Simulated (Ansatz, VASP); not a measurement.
## SiC5: VASP beside Ansatz

```
Si C
1.0
     3.58423    0.00000    0.00000
    -1.79212    3.10404    0.00000
     0.00000    0.00000    7.22320
Si C
1 5
Direct
  0.00000 0.00000 0.50000
  0.00000 0.77456 0.00000
  0.77456 0.00000 0.00000
  0.22544 0.22544 0.00000
  0.33333 0.66667 0.50000
  0.66667 0.33333 0.50000
```

Alike in both runs: task single point; functional PBE; k mesh 6 × 6 × 4; occupations gaussian, width 0.1 eV; collinear spin.

|  | VASP | Ansatz |
| --- | --- | --- |
| version | VASP 6.6.1 | Ansatz 0.2.0 |
| potentials or method | VASP PAW PBE potentials, release 64 (Si, C), cutoff 520 eV | scalar-relativistic, plane waves, PAW |
| valence electrons in the cell | 24 | 24 |

```csv
,VASP,Ansatz,Ansatz less VASP
gap on the k mesh at the Fermi level (eV),none,none,-
pressure (GPa),0.4,0.1,-0.28
"traceless stress, the component that is largest in VASP (GPa)",-0.03,0.30,+0.329
rms of the force components (eV/Å),0.062,0.013,-0.0498
net moment per atom (μB),0.04,0.04,-0.001
size of the moment on the site where the two differ most (μB),0.05,0.03,-0.018
```

Site moments also hang on the region over which each program counts them. Atom by atom the forces differ by 0.075 eV/Å (rms over components). A gap of «none» marks a metal or a gap that the smearing closes. With one functional, cell and mesh, what is left measures potentials, basis and numerics. Ansatz's warnings: seeded moment not kept.
